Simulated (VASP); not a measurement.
# Sb (Fm-3m) in VASP: notebook

Aim: see how the results for Sb move with the level of theory and the settings. Levels: PBE, LDA, PBEsol. Tasks: single point.

Everything below comes from runs of VASP 6.6.1. Logs are shortened: lines on timing, memory, paths and dates and some standing lists are left out, and cuts for length are marked.

## Step 1: The cell of the first run

It takes space group Fm-3m (No. 225, cubic). Conventional cell: a = 4.742 Å, b = 4.742 Å, c = 4.742 Å, α = 90.00°, β = 90.00°, γ = 90.00°. Sb (site symmetry m-3m) has 12 Sb at 3.35 Å within 4.4 Å.

## Step 2: Single point, PBE

INCAR

```
SYSTEM = Sb
ALGO     = Normal         ! electronic algorithm
EDIFF    = 1E-6           ! SCF threshold, eV
ENCUT    = 520            ! plane-wave cutoff, eV
GGA      = PE             ! functional
ISIF     = 2              ! what is computed and relaxed
ISMEAR   = 0              ! smearing method
LASPH    = .True.         ! aspherical terms in the spheres
LCHARG   = .False.        ! write CHGCAR
LREAL    = .False.        ! projectors in reciprocal space
LWAVE    = .False.        ! write WAVECAR
NBANDS   = 8              ! bands
NELM     = 80             ! most SCF steps
PREC     = Accurate       ! precision mode
SIGMA    = 0.011          ! smearing width, eV
```

KPOINTS

```
k-points
0
Gamma
  10 10 10
  0 0 0
```

POSCAR

```
Sb
1.0
    0.0000000000      2.3712425216      2.3712425216
    2.3712425216      0.0000000000      2.3712425216
    2.3712425216      2.3712425216      0.0000000000
Sb
1
Direct
    0.0000000000      0.0000000000      0.0000000000
```

Potentials or basis: VASP PAW PBE potentials, release 64 (Sb).

Launch:

```console
$ cat potpaw_PBE.64/Sb/POTCAR > POTCAR
$ mpirun -np 1 vasp_std > vasp.out
```

OUTCAR:

```text
SYSTEM = Sb
   EDIFF = 1E-6
   ENCUT = 520
   GGA = PE
   ISIF = 2
   ISMEAR = 0
   LASPH = .True.
   LREAL = .False.
   NELM = 80
   PREC = Accurate

 ion  position               nearest neighbor table
   1  0.000  0.000  0.000-

  LATTYP: Found a face centered cubic cell.
 ALAT       =     4.7424850432

  Lattice vectors:

 A1 = (   0.0000000000,   2.3712425216,   2.3712425216)
 A2 = (   2.3712425216,   0.0000000000,   2.3712425216)
 A3 = (   2.3712425216,   2.3712425216,   0.0000000000)

Analysis of symmetry for initial positions (statically):
=====================================================================
 Subroutine PRICEL returns:
 Original cell was already a primitive cell.

 Routine SETGRP: Setting up the symmetry group for a
 face centered cubic supercell.

 Subroutine GETGRP returns: Found 48 space group operations
[... 9 lines left out ...]

 Routine SETGRP: Setting up the symmetry group for a
 face centered cubic supercell.

 Subroutine GETGRP returns: Found 48 space group operations
[... 11 lines left out ...]
                                     Primitive cell

  volume of cell :      26.6660

  direct lattice vectors                    reciprocal lattice vectors
     0.000000000  2.371242522  2.371242522    -0.210859916  0.210859916  0.210859916
     2.371242522  0.000000000  2.371242522     0.210859916 -0.210859916  0.210859916
     2.371242522  2.371242522  0.000000000     0.210859916  0.210859916 -0.210859916

  length of vectors
     3.353443334  3.353443334  3.353443334     0.365220089  0.365220089  0.365220089

  position of ions in fractional coordinates (direct lattice)
     0.000000000  0.000000000  0.000000000

  ion indices of the primitive-cell ions
   primitive index   ion index
                 1           1

----------------------------------------------------------------------------------------

 KPOINTS: k-points

Automatic generation of k-mesh.
 Grid dimensions read from file:
 generate k-points for:   10   10   10

 Generating k-lattice:

  Cartesian coordinates                     Fractional coordinates (reciprocal lattice)
    -0.021085992  0.021085992  0.021085992     0.100000000  0.000000000  0.000000000
     0.021085992 -0.021085992  0.021085992     0.000000000  0.100000000  0.000000000
     0.021085992  0.021085992 -0.021085992     0.000000000  0.000000000  0.100000000
[... 49 lines left out ...]
   ISTART =      0    job   : 0-new  1-cont  2-samecut
   ICHARG =      2    charge: 1-file 2-atom 10-const
   ISPIN  =      1    spin polarized calculation?
   LNONCOLLINEAR =      F non collinear calculations
   LSORBIT =      F    spin-orbit coupling
   LASPH  =      T    aspherical Exc in radial PAW
   ENCUT  =  520.0 eV  38.22 Ry    6.18 a.u.   6.24  6.24  6.24*2*pi/ulx,y,z
   NELM   =     80;   NELMIN=  2; NELMDL= -5     # of ELM steps
   EDIFF  = 0.1E-05   stopping-criterion for ELM
   LREAL  =      F    real-space projection
   EDIFFG = 0.1E-04   stopping-criterion for IOM
   NSW    =      0    number of steps for IOM
   IBRION =     -1    ionic relax: 0-MD 1-quasi-New 2-CG
   NFREE  =      0    steps in history (QN), initial steepest desc. (CG)
   ISIF   =      2    stress and relaxation
   ISYM   =      2    0-nonsym 1-usesym 2-fastsym
   POTIM  = 0.5000    time-step for ionic-motion
   TEBEG  =    0.0;   TEEND  =   0.0 temperature during run
   PSTRESS=    0.0 pullay stress
   NELECT =       5.0000    total number of electrons
   NUPDOWN=      -1.0000    fix difference up-down
   EMIN   =  10.00;   EMAX   =-10.00  energy-range for DOS
   EFERMI =   0.00;   METHOD = LEGACY
   ISMEAR =     0;   SIGMA  =   0.01  broadening in eV -4-tet -1-fermi 0-gaus
   EFERMI_NEDOS =   21; number of points for ismear=-14 and -15
   IALGO  =     38    algorithm
   IMIX   =      4    mixing-type and parameters
     AMIX     =   0.40;   BMIX     =  1.00
     AMIX_MAG =   1.60;   BMIX_MAG =  1.00
  volume/ion in A,a.u.               =      26.67       179.95
  Fermi-wavevector in a.u.,A,eV,Ry     =   0.937013  1.770697 11.945820  0.877993
  Thomas-Fermi vector in A             =   2.064081
   LORBIT       =      0    0 simple, 1 ext, 2 COOP (PROOUT), +10 PAW based schemes
   GGA     = PE    functional components
   LHFCALC =     F    Hartree Fock is set to
   AEXX    =    0.0000 exact exchange contribution
   IVDW    =     0    specifies the selected vdW correction
   LEPSILON=     F    determine dielectric tensor
   LRPA    =     F    only Hartree local field effects (RPA)
 non-spin polarized calculation
 Gauss-broadening in eV      SIGMA  =   0.01
  energy-cutoff  :      520.00
  volume of cell :       26.67
 maximum number of plane-waves:       728
 NGX is ok and might be reduce to    28
   NGX = 13   NGY = 13   NGZ = 13

 number of electron       5.0000000 magnetization

 Free energy of the ion-electron system (eV)
  ---------------------------------------------------
  ext. energy  EPLUGINS =         0.00000000
  ---------------------------------------------------
  free energy    TOTEN  =        -3.81549316 eV

  energy without entropy =       -3.81523326  energy(sigma->0) =       -3.81536321

 E-fermi :   8.5828     XC(G=0): -10.2766

 val. band max:        8.5757515992   @ k =  -0.4000   0.4000   0.1000
 cond. band min:       8.6652620453   @ k =  -0.2000   0.2000   0.0000
 fundamental gap:      0.0895104460
 Fermi energy:         8.5827959110

 k-point     1 :       0.0000    0.0000    0.0000
  band No.  band energies     occupation
      1      -4.3494      2.00000
      2      14.0449      0.00000
      3      14.0449      0.00000
      4      14.0449      0.00000
      5      18.6381      0.00000
      6      18.6381      0.00000
      7      18.6381      0.00000
      8      18.8943      0.00000
[... 243 lines left out ...]
 k-point    24 :       0.4000    0.3000    0.0000
  band No.  band energies     occupation
      1      -1.0501      2.00000
      2       6.5690      2.00000
      3       8.8954      0.00000
      4       9.8058      0.00000
      5      13.8072      0.00000
      6      15.0457      0.00000
      7      23.5112      0.00000
      8      24.2223      0.00000

 [... further k-points ...]
[... 5 lines left out ...]
  --------------------------------------------------------------------------------------
  -------------------------------------------------------------------------------------
  Total        0.3080782      0.3080782      0.3080782     -0.0000000      0.0000000     -0.0000000
  in kB       18.5103093     18.5103093     18.5103093     -0.0000000      0.0000000     -0.0000000
  external PRESSURE =      18.5103093 kB  Pullay stress =       0.0000000 kB

 VOLUME and BASIS-vectors are now :
 -----------------------------------------------------------------------------
  energy-cutoff  :      520.00
  volume of cell :       26.67
      direct lattice vectors                 reciprocal lattice vectors
     0.000000000  2.371242522  2.371242522    -0.210859916  0.210859916  0.210859916
     2.371242522  0.000000000  2.371242522     0.210859916 -0.210859916  0.210859916
     2.371242522  2.371242522  0.000000000     0.210859916  0.210859916 -0.210859916

 POSITION                                       TOTAL-FORCE (eV/Angst)
 -----------------------------------------------------------------------------------
      0.00000      0.00000      0.00000        -0.000000      0.000000      0.000000
 -----------------------------------------------------------------------------------
    total drift:                                0.000000      0.000000     -0.000000

  FREE ENERGIE OF THE ION-ELECTRON SYSTEM (eV)
  ---------------------------------------------------
  free  energy   TOTEN  =        -3.8154931578 eV

  energy  without entropy=       -3.8152332564  energy(sigma->0) =       -3.81536321
```

stdout:

```text
POSCAR found type information on POSCAR Sb
 POSCAR found :  1 types and       1 ions
 scaLAPACK will be used
 LDA part: xc-table for (Slater+PW92), standard interpolation
 POSCAR, INCAR and KPOINTS ok, starting setup
 FFT: planning ... GRIDC
 FFT: planning ... GRID_SOFT
 FFT: planning ... GRID
 WAVECAR not read
 entering main loop
```

Run time: 14 s. Hardware: 1 thread of AMD EPYC 7R13, shared host; peak memory 0.12 GiB.

Results:

- Free energy: -3.8155 eV
- Pressure: 1.9 GPa

Caveat: spin-orbit coupling is left out, which moves the levels of the heavy elements.

## Step 3: Single point, LDA

This run uses another cell than the first one, of 25.70 Å³/atom, 0.964 times its volume.

INCAR

```
SYSTEM = Sb
  PREC = Accurate
  ENCUT = 520
  EDIFF = 1E-6
  ISMEAR = -1
  SIGMA = 0.05
  LREAL = .FALSE.
  LASPH = .TRUE.
  NELM = 80
  ALGO = Normal
  ISIF = 2
  LWAVE = .FALSE.
  LCHARG = .TRUE.
  LELF = .TRUE.
  LVHAR = .TRUE.
  NBANDS = 8
```

KPOINTS

```
Automatic mesh
0
G
  10 10 10
  0 0 0
```

POSCAR

```
Sb
1.0
    0.0000000000      2.3423477506      2.3423477506
    2.3423477506      0.0000000000      2.3423477506
    2.3423477506      2.3423477506      0.0000000000
Sb
1
Direct
    0.0000000000      0.0000000000      0.0000000000
```

Potentials or basis: VASP PAW LDA potentials, release 64 (Sb).

Launch:

```console
$ cat potpaw_LDA.64/Sb/POTCAR > POTCAR
$ mpirun -np 1 vasp_std > vasp.out
```

OUTCAR:

```text
SYSTEM = Sb
   PREC = Accurate
   ENCUT = 520
   EDIFF = 1E-6
   ISMEAR = -1
   LREAL = .FALSE.
   LASPH = .TRUE.
   NELM = 80
   ISIF = 2

 ion  position               nearest neighbor table
   1  0.000  0.000  0.000-

  LATTYP: Found a face centered cubic cell.
 ALAT       =     4.6846955012

  Lattice vectors:

 A1 = (   0.0000000000,   2.3423477506,   2.3423477506)
 A2 = (   2.3423477506,   0.0000000000,   2.3423477506)
 A3 = (   2.3423477506,   2.3423477506,   0.0000000000)

Analysis of symmetry for initial positions (statically):
[... 434 lines left out ...]
      2       6.9358      2.00000
      3       9.2576      0.01048
      4      10.1947      0.00000
      5      14.2292      0.00000
      6      15.4831      0.00000
      7      23.5456      0.00000
      8      24.3151      0.00000

 [... further k-points ...]
[... 5 lines left out ...]
  --------------------------------------------------------------------------------------
  -------------------------------------------------------------------------------------
  Total        0.0050169      0.0050169      0.0050169      0.0000000      0.0000000     -0.0000000
  in kB        0.3127232      0.3127232      0.3127232      0.0000000      0.0000000     -0.0000000
  external PRESSURE =       0.3127232 kB  Pullay stress =       0.0000000 kB

 VOLUME and BASIS-vectors are now :
 -----------------------------------------------------------------------------
  energy-cutoff  :      520.00
  volume of cell :       25.70
      direct lattice vectors                 reciprocal lattice vectors
     0.000000000  2.342347751  2.342347751    -0.213461046  0.213461046  0.213461046
     2.342347751  0.000000000  2.342347751     0.213461046 -0.213461046  0.213461046
     2.342347751  2.342347751  0.000000000     0.213461046  0.213461046 -0.213461046

 POSITION                                       TOTAL-FORCE (eV/Angst)
 -----------------------------------------------------------------------------------
      0.00000      0.00000      0.00000         0.000000      0.000000      0.000000
 -----------------------------------------------------------------------------------
    total drift:                                0.000000      0.000000     -0.000000

  FREE ENERGIE OF THE ION-ELECTRON SYSTEM (eV)
  ---------------------------------------------------
  free  energy   TOTEN  =        -4.5338669267 eV

  energy  without entropy=       -4.5269579064  energy(sigma->0) =       -4.53041242
```

It took 15 s on 1 thread of AMD EPYC 7R13, shared host; peak memory 0.11 GiB.

Results:

```
Free energy : -4.5339 eV
Pressure    : 0.0 GPa
```

Caveat: spin-orbit coupling is left out, which moves the levels of the heavy elements.

(Part 1 of 2 ends here.)
